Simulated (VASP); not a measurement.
## InSe: single point with PBE+D3(BJ)

InSe, a slab with vacuum:

```
Se In
1.0
     4.03639    0.00000    0.00000
    -2.01820    3.49562    0.00000
     0.00000    0.00000   30.66392
Se In
4 4
Direct
  0.00000 0.00000 0.27720
  0.00000 0.00000 0.45202
  0.66667 0.33333 0.54798
  0.66667 0.33333 0.72280
  0.66667 0.33333 0.31903
  0.66667 0.33333 0.41012
  0.33333 0.66667 0.58981
  0.33333 0.66667 0.68090
```

```json
{"Program": "VASP 6.6.1", "Task": "single point", "Functional": "PBE", "Dispersion": "D3(BJ)", "Potentials or basis": "VASP PAW PBE potentials, release 64 (Se, In_d)", "Cutoff": "520 eV", "k mesh": "9 × 9 × 1", "Occupations": "gaussian, width 0.05 eV", "Spin": "no spin polarisation", "Dipole correction": "yes", "Further INCAR settings": "ALGO = Normal; EDIFF = 1e-06; NBANDS = 48"}
```

The largest force is 0.057 eV/Å and the band gap on the k mesh is 1.00 eV, indirect (least direct gap 1.07 eV). The dispersion energy per atom is -0.260 eV.

Forces in eV/Å, atoms in the order of the input:
```
Se   0.000  0.000 -0.057
Se   0.000  0.000  0.017
Se   0.000  0.000 -0.019
Se   0.000  0.000  0.045
In   0.000  0.000  0.048
In   0.000  0.000 -0.013
In   0.000  0.000  0.015
In   0.000  0.000 -0.036
```

Levels at points of the mesh, in eV from the valence-band top:
| k point | band 36 | band 37 | band 38 | band 39 | band 40 | band 41 |
| --- | --- | --- | --- | --- | --- | --- |
| (0.00, 0.00, 0.00) | -0.75 | -0.75 | -0.07 | 1.00 | 1.71 | 2.42 |

Run time: 13 min on 1 thread of AMD EPYC 7R13, on a shared host, peak memory 0.57 GiB.

Caveat: spin-orbit coupling is left out, which moves the levels of the heavy elements.
